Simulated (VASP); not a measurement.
# Ge (Cmmm) in VASP: a series of runs

Ge is run at these levels: PBEsol; tasks: single point.

Everything below comes from runs of VASP 6.6.1. Logs are shortened: lines on timing, memory, paths and dates and some standing lists are left out, and cuts for length are marked.

**1. The cell of the first run**

Symmetry: Cmmm, No. 65, orthorhombic system. Conventional cell: a = 2.724 Å, b = 5.071 Å, c = 2.766 Å, α = 90.00°, β = 90.00°, γ = 90.00°. Within 3.6 Å of Ge (site symmetry mmm) lie 8 Ge at 2.72 to 2.88 Å.

**2. Single point, PBEsol (strain -0.025 along x and y, +0.025 along z)**

INCAR reads:

```
PREC = Accurate
ENCUT = 520
EDIFF = 1E-7
ISMEAR = 0
SIGMA = 0.15
LREAL = False
LASPH = True
NELM = 80
ALGO = Normal
ISIF = 2
LWAVE = False
LCHARG = True
GGA = PS
LELF = True
LVHAR = True
NBANDS = 13
```

KPOINTS reads:

```
Automatic mesh
0
Gamma
  20 20 18
```

POSCAR reads:

```
Ge
1.0
    1.3622202750     -2.5355031000      0.0000000000
    1.3622202750      2.5355031000      0.0000000000
    0.0000000000      0.0000000000      2.7656867750
Ge
1
Direct
    0.5000000000      0.5000000000      0.0000000000
```

Potentials or basis: VASP PAW PBE potentials, release 64 (Ge_d).

Started as:

```console
$ cat potpaw_PBE.64/Ge_d/POTCAR > POTCAR
$ mpirun -np 1 vasp_std > vasp.out
```

OUTCAR:

```text
PREC = Accurate
   ENCUT = 520
   EDIFF = 1E-7
   ISMEAR = 0
   LREAL = False
   LASPH = True
   NELM = 80
   ISIF = 2
   GGA = PS

 ion  position               nearest neighbor table
   1  0.500  0.500  0.000-

  LATTYP: Found a base centered orthorhombic cell.
 ALAT       =     2.7244405500
 B/A-ratio  =     1.8613018368
 C/A-ratio  =     1.0151393375

  Lattice vectors:

 A1 = (   1.3622202750,  -2.5355031000,   0.0000000000)
 A2 = (   1.3622202750,   2.5355031000,   0.0000000000)
 A3 = (   0.0000000000,   0.0000000000,   2.7656867750)

Analysis of symmetry for initial positions (statically):
=====================================================================
 Subroutine PRICEL returns:
 Original cell was already a primitive cell.

 Routine SETGRP: Setting up the symmetry group for a
 base centered orthorhombic supercell.

 Subroutine GETGRP returns: Found  8 space group operations
 (whereof  8 operations were pure point group operations)
 out of a pool of  8 trial point group operations.

The static configuration has the point symmetry D_2h.

Analysis of symmetry for dynamics (positions and initial velocities):
=====================================================================
 Subroutine PRICEL returns:
 Original cell was already a primitive cell.

 Routine SETGRP: Setting up the symmetry group for a
 base centered orthorhombic supercell.

 Subroutine GETGRP returns: Found  8 space group operations
 (whereof  8 operations were pure point group operations)
 out of a pool of  8 trial point group operations.

The dynamic configuration has the point symmetry D_2h.

 Subroutine INISYM returns: Found  8 space group operations
 (whereof  8 operations are pure point group operations),
 and found     1 'primitive' translations

----------------------------------------------------------------------------------------

                                     Primitive cell

  volume of cell :      19.1049

  direct lattice vectors                    reciprocal lattice vectors
     1.362220275 -2.535503100  0.000000000     0.367047833 -0.197199522  0.000000000
     1.362220275  2.535503100  0.000000000     0.367047833  0.197199522  0.000000000
     0.000000000  0.000000000  2.765686775     0.000000000  0.000000000  0.361573845

  length of vectors
     2.878266848  2.878266848  2.765686775     0.416667449  0.416667449  0.361573845

  position of ions in fractional coordinates (direct lattice)
     0.500000000  0.500000000  0.000000000

  ion indices of the primitive-cell ions
   primitive index   ion index
[... 77 lines left out ...]
   IBRION =     -1    ionic relax: 0-MD 1-quasi-New 2-CG
   NFREE  =      0    steps in history (QN), initial steepest desc. (CG)
   ISIF   =      2    stress and relaxation
   ISYM   =      2    0-nonsym 1-usesym 2-fastsym
   POTIM  = 0.5000    time-step for ionic-motion
   TEBEG  =    0.0;   TEEND  =   0.0 temperature during run
   PSTRESS=    0.0 pullay stress
   NELECT =      14.0000    total number of electrons
   NUPDOWN=      -1.0000    fix difference up-down
   EMIN   =  10.00;   EMAX   =-10.00  energy-range for DOS
   EFERMI =   0.00;   METHOD = LEGACY
   ISMEAR =     0;   SIGMA  =   0.15  broadening in eV -4-tet -1-fermi 0-gaus
   EFERMI_NEDOS =   21; number of points for ismear=-14 and -15
   IALGO  =     38    algorithm
   IMIX   =      4    mixing-type and parameters
     AMIX     =   0.40;   BMIX     =  1.00
     AMIX_MAG =   1.60;   BMIX_MAG =  1.00
  volume/ion in A,a.u.               =      19.10       128.93
  Fermi-wavevector in a.u.,A,eV,Ry     =   1.475942  2.789126 29.639005  2.178405
  Thomas-Fermi vector in A             =   2.590530
   LORBIT       =      0    0 simple, 1 ext, 2 COOP (PROOUT), +10 PAW based schemes
   GGA     = PS    functional components
   LHFCALC =     F    Hartree Fock is set to
   AEXX    =    0.0000 exact exchange contribution
   IVDW    =     0    specifies the selected vdW correction
   LEPSILON=     F    determine dielectric tensor
   LRPA    =     F    only Hartree local field effects (RPA)
 non-spin polarized calculation
 Gauss-broadening in eV      SIGMA  =   0.15
  energy-cutoff  :      520.00
  volume of cell :       19.10
 maximum number of plane-waves:       532
 NGX is ok and might be reduce to    24
   NGX = 11   NGY = 11   NGZ = 11

 number of electron      14.0000001 magnetization

 Free energy of the ion-electron system (eV)
  ---------------------------------------------------
  ext. energy  EPLUGINS =         0.00000000
  ---------------------------------------------------
  free energy    TOTEN  =        -4.72813336 eV

  energy without entropy =       -4.72341220  energy(sigma->0) =       -4.72577278

 E-fermi :   6.3438     XC(G=0): -11.3134

 val. band max:        6.3424613430   @ k =   0.3500   0.2500   0.3333
 cond. band min:       6.3473686107   @ k =  -0.1500   0.0500   0.2222
 fundamental gap:      0.0049072677
 Fermi energy:         6.3437955725

 k-point     1 :       0.0000    0.0000    0.0000
  band No.  band energies     occupation
      1     -18.3192      2.00000
      2     -18.2759      2.00000
      3     -18.2148      2.00000
      4     -18.1105      2.00000
      5     -18.0913      2.00000
      6      -6.7592      2.00000
      7      11.8818      0.00000
      8      14.4019      0.00000
      9      15.7082      0.00000
     10      16.0511      0.00000
     11      19.5291      0.00000
     12      22.1898      0.00000
     13      22.2468      0.00000
[... 354 lines left out ...]
  band No.  band energies     occupation
      1     -18.2927      2.00000
      2     -18.2201      2.00000
      3     -18.1463      2.00000
      4     -18.1456      2.00000
      5     -18.1188      2.00000
      6      -4.0464      2.00000
      7       5.4556      2.00000
      8      10.2011      0.00000
      9      14.3871      0.00000
     10      16.1156      0.00000
     11      18.7890      0.00000
     12      25.5148      0.00000
     13      26.6973      0.00000

 [... further k-points ...]
[... 5 lines left out ...]
  --------------------------------------------------------------------------------------
  -------------------------------------------------------------------------------------
  Total        0.1904193     -0.1017988     -0.8942995     -0.0000000      0.0000000      0.0000000
  in kB       15.9689737     -8.5370707    -74.9978978     -0.0000000      0.0000000      0.0000000
  external PRESSURE =     -22.5219983 kB  Pullay stress =       0.0000000 kB

 VOLUME and BASIS-vectors are now :
 -----------------------------------------------------------------------------
  energy-cutoff  :      520.00
  volume of cell :       19.10
      direct lattice vectors                 reciprocal lattice vectors
     1.362220275 -2.535503100  0.000000000     0.367047833 -0.197199522  0.000000000
     1.362220275  2.535503100  0.000000000     0.367047833  0.197199522  0.000000000
     0.000000000  0.000000000  2.765686775     0.000000000  0.000000000  0.361573845

 POSITION                                       TOTAL-FORCE (eV/Angst)
 -----------------------------------------------------------------------------------
      1.36222      0.00000      0.00000         0.000000      0.000000      0.000000
 -----------------------------------------------------------------------------------
    total drift:                               -0.000000     -0.000000     -0.000000

  FREE ENERGIE OF THE ION-ELECTRON SYSTEM (eV)
  ---------------------------------------------------
  free  energy   TOTEN  =        -4.7281333614 eV

  energy  without entropy=       -4.7234121976  energy(sigma->0) =       -4.72577278
```

OSZICAR:

```text
N       E                     dE             d eps       ncg     rms          rms(c)
DAV:   1     0.626354835617E+02    0.62635E+02   -0.71123E+03 31124   0.296E+03
DAV:   2     0.762444439022E+00   -0.61873E+02   -0.58933E+02 30838   0.411E+02
DAV:   3    -0.467236797341E+01   -0.54348E+01   -0.54082E+01 33053   0.710E+01
DAV:   4    -0.474736742361E+01   -0.74999E-01   -0.74987E-01 33030   0.907E+00
DAV:   5    -0.474811979616E+01   -0.75237E-03   -0.75237E-03 33946   0.101E+00    0.138E+00
DAV:   6    -0.473357580105E+01    0.14544E-01   -0.12676E-02 36045   0.257E+00    0.750E-01
DAV:   7    -0.472838804780E+01    0.51878E-02   -0.66435E-03 35508   0.157E+00    0.919E-02
DAV:   8    -0.472813179708E+01    0.25625E-03   -0.73146E-04 34965   0.646E-01    0.308E-02
DAV:   9    -0.472813341861E+01   -0.16215E-05   -0.10721E-05 34856   0.477E-02    0.561E-03
DAV:  10    -0.472813336141E+01    0.57195E-07   -0.35032E-07 34059   0.889E-03
   1 F= -.47281334E+01 E0= -.47257728E+01  d E =-.472116E-02
```

stdout:

```text
POSCAR found type information on POSCAR Ge
 POSCAR found :  1 types and       1 ions
 scaLAPACK will be used
 -----------------------------------------------------------------------------
|                                                                             |
|                                                                             |
|     You enforced a specific xc type in the INCAR file but a different       |
|     I HOPE YOU KNOW WHAT YOU ARE DOING!                                     |
|                                                                             |
 -----------------------------------------------------------------------------

 LDA part: xc-table for (Slater+PW92), standard interpolation
 POSCAR, INCAR and KPOINTS ok, starting setup
 FFT: planning ... GRIDC
 FFT: planning ... GRID_SOFT
 FFT: planning ... GRID
 WAVECAR not read
 entering main loop
```

Run time: 3 min. Hardware: 1 thread of AMD EPYC 7R43 (Zen 3), shared host; peak memory 0.31 GiB.

What came out:

```
Free energy            : -4.7281 eV
Pressure               : -2.3 GPa
Band gap on the k mesh : zero (band 7 reaches 12.34 eV, above the bottom of band 8 at 3.49 eV)
```

Stress tensor (GPa, compression positive):
```
 1.60  0.00  0.00
 0.00 -0.85  0.00
 0.00  0.00 -7.50
```

Caveat: the cell differs from its parent crystal (strain -0.025 along x and y, +0.025 along z); the PAW data sets were made with another functional, which shifts forces and pressure a little.

[end of part 1 of 2]
